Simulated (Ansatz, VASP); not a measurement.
## Two plane-wave programs on RbZnBr3

```xyz
5
Lattice="5.1437 0.0000 0.0000 0.0000 5.2486 0.0000 0.0000 0.0000 5.2486" Properties=species:S:1:pos:R:3 pbc="T T T"
Rb    0.0000    0.0000    0.0000
Zn    2.5718    2.6243    2.6243
Br    2.5718    2.6243    0.0000
Br    2.5718    0.0000    2.6243
Br    0.0000    2.6243    2.6243
```

Change from the starting cell: uniaxial_x strain -2.0%.

Alike in both runs: task single point; functional PBE; k mesh 6 × 6 × 6; occupations fermi-dirac, width 0.02 eV; no spin polarisation.

```csv
,VASP,Ansatz
version,VASP 6.6.1,Ansatz 0.2.0
potentials or method,"VASP PAW PBE potentials, release 64 (Rb_sv, Zn, Br)","plane waves, PAW"
plane-wave cutoff (eV),520,420
valence electrons in the cell,42,42
```

```tsv
	VASP	Ansatz	Ansatz less VASP
pressure (GPa)	2.1	2.0	-0.07
traceless stress, the component that is largest in VASP (GPa)	0.46	0.46	-0.008
```
